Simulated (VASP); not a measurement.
# Bi (Fm-3m) in VASP: a series of runs, part 2 of 2

VASP 6.6.1.

**3. Single point, r2SCAN**

This run uses another cell than the first one, of 31.38 Å³/atom, 0.870 times its volume.

Contents of POSCAR:

```
Bi
1.0
    0.0000000000      2.5035737141      2.5035737141
    2.5035737141      0.0000000000      2.5035737141
    2.5035737141      2.5035737141      0.0000000000
Bi
1
Direct
    0.0000000000      0.0000000000      0.0000000000
```

Contents of INCAR.step1:

```
PREC = Accurate
ENCUT = 550
ISMEAR = 0
SIGMA = 0.1
LREAL = F
LASPH = T
NELM = 120
NBANDS = 14
GGA = PE
ALGO = Normal
EDIFF = 1E-5
LWAVE = T
LCHARG = F
GGA_COMPAT = F
```

Contents of INCAR.step2:

```
PREC = Accurate
ENCUT = 550
EDIFF = 1E-6
ISMEAR = 0
SIGMA = 0.1
LREAL = F
LASPH = T
NELM = 120
ALGO = Normal
ISIF = 2
LWAVE = F
LCHARG = T
METAGGA = R2SCAN
LMIXTAU = T
LELF = T
LVHAR = T
NBANDS = 14
ISTART = 1
GGA_COMPAT = F
```

Contents of KPOINTS:

```
Automatic mesh
0
Gamma
  14 14 14
```

Potentials or basis: VASP PAW PBE potentials, release 64 (Bi_d).

The run is started by

```bash
cat potpaw_PBE.64/Bi_d/POTCAR > POTCAR
cp INCAR.step1 INCAR
mpirun -np 1 vasp_std > vasp.out
cp INCAR.step2 INCAR
mpirun -np 1 vasp_std > vasp.out
```

OUTCAR:

```text
PREC = Accurate
   ENCUT = 550
   EDIFF = 1E-6
   ISMEAR = 0
   LREAL = F
   LASPH = T
   NELM = 120
   ISIF = 2
   METAGGA = R2SCAN
   ISTART = 1

 ion  position               nearest neighbor table
   1  0.000  0.000  0.000-

  LATTYP: Found a face centered cubic cell.
 ALAT       =     5.0071474282

  Lattice vectors:

 A1 = (   0.0000000000,   2.5035737141,   2.5035737141)
 A2 = (   2.5035737141,   0.0000000000,   2.5035737141)
[... 577 lines left out ...]
      4     -15.9153      2.00000
      5     -15.8750      2.00000
      6      -5.0334      2.00000
      7       7.1163      2.00000
      8      10.6012      0.00000
      9      10.7211      0.00000
     10      15.6293      0.00000
     11      17.0958      0.00000
     12      20.1224      0.00000
     13      21.3724      0.00000
     14      21.9324      0.00000

 [... further k-points ...]
[... 5 lines left out ...]
  --------------------------------------------------------------------------------------
  -------------------------------------------------------------------------------------
  Total       -0.0059441     -0.0059441     -0.0059441      0.0000000     -0.0000000     -0.0000000
  in kB       -0.3034466     -0.3034466     -0.3034466      0.0000000     -0.0000000     -0.0000000
  external PRESSURE =      -0.3034466 kB  Pullay stress =       0.0000000 kB

 VOLUME and BASIS-vectors are now :
 -----------------------------------------------------------------------------
  energy-cutoff  :      550.00
  volume of cell :       31.38
      direct lattice vectors                 reciprocal lattice vectors
     0.000000000  2.503573714  2.503573714    -0.199714511  0.199714511  0.199714511
     2.503573714  0.000000000  2.503573714     0.199714511 -0.199714511  0.199714511
     2.503573714  2.503573714  0.000000000     0.199714511  0.199714511 -0.199714511

 POSITION                                       TOTAL-FORCE (eV/Angst)
 -----------------------------------------------------------------------------------
      0.00000      0.00000      0.00000        -0.000000     -0.000000      0.000000
 -----------------------------------------------------------------------------------
    total drift:                               -0.000000     -0.000000     -0.000000

  FREE ENERGIE OF THE ION-ELECTRON SYSTEM (eV)
  ---------------------------------------------------
  free  energy   TOTEN  =       -58.1905574699 eV

  energy  without entropy=      -58.1874810069  energy(sigma->0) =      -58.18901924
```

OUTCAR.step1:

```text
PREC = Accurate
   ENCUT = 550
   ISMEAR = 0
   LREAL = F
   LASPH = T
[... 623 lines left out ...]

 POSITION                                       TOTAL-FORCE (eV/Angst)
 -----------------------------------------------------------------------------------
      0.00000      0.00000      0.00000         0.000000     -0.000000     -0.000000
 -----------------------------------------------------------------------------------
    total drift:                               -0.000000     -0.000000     -0.000000

  FREE ENERGIE OF THE ION-ELECTRON SYSTEM (eV)
  ---------------------------------------------------
  free  energy   TOTEN  =        -3.6983479078 eV

  energy  without entropy=       -3.6944916388  energy(sigma->0) =       -3.69641977
```

It took 74 s on 1 thread of Intel Xeon 6975P-C (Granite Rapids), shared host; peak memory 0.19 GiB.

What came out:

| Property | Result |
| --- | --- |
| Free energy | -58.1906 eV |
| Pressure | 0.0 GPa |

Caveat: the PAW data sets were made with another functional, which shifts forces and pressure a little; spin-orbit coupling is left out, which moves the levels of the heavy elements.

**4. Relaxation of cell and atoms, r2SCAN**

This run uses another cell than the first one, of 31.12 Å³/atom, 0.862 times its volume.

Contents of POSCAR:

```
Bi
1.0
    0.0000000000      2.4964272330      2.4964272330
    2.4964272330      0.0000000000      2.4964272330
    2.4964272330      2.4964272330      0.0000000000
Bi
1
Direct
    0.0000000000      0.0000000000      0.0000000000
```

Contents of INCAR.step1:

```
SYSTEM = Bi
PREC = Accurate
ENCUT = 550
ISMEAR = 0
SIGMA = 0.1
LREAL = .FALSE.
LASPH = .TRUE.
NELM = 120
GGA = PE
ALGO = Normal
EDIFF = 1E-5
LWAVE = .TRUE.
LCHARG = .FALSE.
GGA_COMPAT = .FALSE.
IBRION = 2
ISIF = 3
EDIFFG = -0.005
NELMIN = 4
NSW = 100
```

Contents of INCAR.step2:

```
SYSTEM = Bi
PREC = Accurate
ENCUT = 550
EDIFF = 1E-7
ISMEAR = 0
SIGMA = 0.1
LREAL = .FALSE.
LASPH = .TRUE.
NELM = 120
ALGO = Normal
ISIF = 3
LWAVE = .FALSE.
LCHARG = .FALSE.
METAGGA = R2SCAN
LMIXTAU = .TRUE.
IBRION = 2
NSW = 100
EDIFFG = -0.01
ISTART = 1
GGA_COMPAT = .FALSE.
NELMIN = 4
```

Contents of KPOINTS:

```
regular mesh
0
G
  14 14 14
  0 0 0
```

The run is started by

```bash
cat potpaw_PBE.64/Bi_d/POTCAR > POTCAR
cp INCAR.step1 INCAR
mpirun -np 1 vasp_std > vasp.out
cp INCAR.step2 INCAR
mpirun -np 1 vasp_std > vasp.out
```

Wall time 3.5 min (1 thread of Intel Xeon 6975P-C (Granite Rapids), shared host); peak memory 0.2 GiB.

Results (log left out):

- Free energy: -58.1904 eV
- Relaxed volume: 31.37 Å³/atom
- Relaxed cell: a = 3.540 Å, b = 3.540 Å, c = 3.540 Å, α = 60.00°, β = 60.00°, γ = 60.00°
- Space group after relaxing (to 0.05 Å): Fm-3m (No. 225)
- Energy gained by relaxing: 0.4 meV/atom
- Ionic steps: 3
- Pressure after relaxing: 0.0 GPa

Step by step:
```csv
step,energy change (eV),largest force (eV/Å),pressure (GPa),volume (Å³)
1,0.0000,0.0000,0.46,31.12
2,-0.0002,0.0000,-0.26,31.52
3,-0.0004,0.0000,0.00,31.37
```

Final structure:
```cif
data_structure
_symmetry_space_group_name_H-M 'P 1'
_symmetry_Int_Tables_number 1
_cell_length_a 3.5400
_cell_length_b 3.5400
_cell_length_c 3.5400
_cell_angle_alpha 60.000
_cell_angle_beta 60.000
_cell_angle_gamma 60.000
_cell_volume 31.37
loop_
_atom_site_label
_atom_site_type_symbol
_atom_site_fract_x
_atom_site_fract_y
_atom_site_fract_z
_atom_site_occupancy
Bi1 Bi 0.00000 0.00000 0.00000 1
```

Levels at points of the mesh, in eV from the Fermi level:
| k point | band 4 | band 5 | band 6 | band 7 | band 8 | band 9 | band 10 | band 11 |
| --- | --- | --- | --- | --- | --- | --- | --- | --- |
| (0.00, 0.00, 0.00) | -23.79 | -23.79 | -14.22 | 5.08 | 5.08 | 5.08 | 9.64 | 9.72 |
| (0.50, 0.00, 0.00) | -23.71 | -23.71 | -11.21 | -5.56 | 3.41 | 3.41 | 7.81 | 9.32 |
| (0.50, 0.50, 0.00) | -23.69 | -23.69 | -10.03 | -4.77 | 0.29 | 0.29 | 4.51 | 5.52 |

Caveat: the PAW data sets were made with another functional, which shifts forces and pressure a little; spin-orbit coupling is left out, which moves the levels of the heavy elements.

**5. The runs side by side**

| task | cell | k mesh | gap on the mesh (eV) | pressure (GPa) | relaxed volume (Å³/atom) |
| --- | --- | --- | --- | --- | --- |
| relaxation of cell and atoms | relaxed from a = 3.709 Å, angles 60.0°, 1 atom | 6 × 6 × 6 | none | 0.0 | 31.22 |
| single point | a = 3.541 Å, angles 60.0°, 1 atom | 14 × 14 × 14 | none | 0.0 | - |
| relaxation of cell and atoms | relaxed from a = 3.530 Å, angles 60.0°, 1 atom | 14 × 14 × 14 | none | 0.0 | 31.37 |

Alike in all rows: level r2SCAN; potentials or basis VASP PAW PBE potentials, release 64 (Bi_d); no spin polarisation; cutoff (eV) 550; smearing gaussian 0.1 eV.

Caveats: the PAW data sets were made with another functional, which shifts forces and pressure a little; spin-orbit coupling is left out, which moves the levels of the heavy elements.

Absolute energies hang on the potentials; compare differences alone.
